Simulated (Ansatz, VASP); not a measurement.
NbBr3 in VASP and in Ansatz

Contents of INCAR:

```
ALGO     = Normal         # electronic algorithm
EDIFF    = 1E-6           # SCF threshold, eV
ENCUT    = 520            # plane-wave cutoff, eV
GGA      = PE             # functional
ISIF     = 2              # what is computed and relaxed
ISMEAR   = 0              # smearing method
ISPIN    = 2              # spin polarisation
LASPH    = T              # aspherical terms in the spheres
LCHARG   = T              # write CHGCAR
LELF     = T              # ELF
LMAXMIX  = 4              # l up to which the mixer works
LORBIT   = 11             # projections on sites
LREAL    = F              # projectors in reciprocal space
LVHAR    = T            
LWAVE    = F              # write WAVECAR
MAGMOM   = 1.33 0 0 0     # initial moments
NBANDS   = 29             # bands
NELM     = 150            # most SCF steps
PREC     = Accurate       # precision mode
SIGMA    = 0.05           # smearing width, eV
```

The input KPOINTS:

```
k-points
0
Gamma
  6 6 6
```

File POSCAR:

```
NbBr3
1.0
    5.2500065915      0.0000000000      0.0000000000
    0.0000000000      5.2500065915      0.0000000000
    0.0000000000      0.0000000000      5.2500065915
Nb Br
1 3
Direct
    0.0000000000      0.0000000000      0.0000000000
    0.5000000000      0.0000000000      0.0000000000
    0.0000000000      0.0000000000      0.5000000000
    0.0000000000      0.5000000000      0.0000000000
```

Input for Ansatz:

```yaml
crystal:
  lattice:
    - [5.2500065915, 0.0, 0.0]
    - [0.0, 5.2500065915, 0.0]
    - [0.0, 0.0, 5.2500065915]
  atoms:
    - { symbol: Nb, position: [0.0, 0.0, 0.0], spin: 1.33 }
    - { symbol: Br, position: [0.5, 0.0, 0.0] }
    - { symbol: Br, position: [0.0, 0.0, 0.5] }
    - { symbol: Br, position: [0.0, 0.5, 0.0] }
basis:
  ecutwfc: 420
  ecutrho_ratio: 4
kpoints:
  mp_grid: { grid: [6, 6, 6] }
hamiltonian:
  xc: pbe
scf:
  occupations: { method: gaussian, width: 0.05 }
output:
  forces: true
  stress: true
  eigenvalues: true
  populations: true
magnetization:
  spin_polarized: true
```

Alike in both runs: task single point; functional PBE; k mesh 6 × 6 × 6; occupations gaussian, width 0.05 eV; collinear spin.

```csv
,VASP,Ansatz
version,VASP 6.6.1,Ansatz 0.2.0
potentials or method,"VASP PAW PBE potentials, release 64 (Nb_sv, Br), cutoff 520 eV","scalar-relativistic, plane waves, PAW"
valence electrons in the cell,34,34
```

Ansatz gave:

| Property | Result |
| --- | --- |
| gap on the k mesh at the Fermi level (eV) | none |
| pressure (GPa) | 0.0 |
| net moment per atom (μB) | 0.46 |
| size of the moment on the site where the two differ most (μB) | 1.21 |

**Question.** What did VASP give for the same quantities?

**Answer.** gap on the k mesh at the Fermi level (eV): none; pressure (GPa): -1.2; net moment per atom (μB): 0.22; size of the moment on the site where the two differ most (μB): 0.64.

The net moments are unlike, so the other rows may belong to different states. Site moments also hang on the region over which each program counts them. A gap of «none» marks a metal or a gap that the smearing closes.
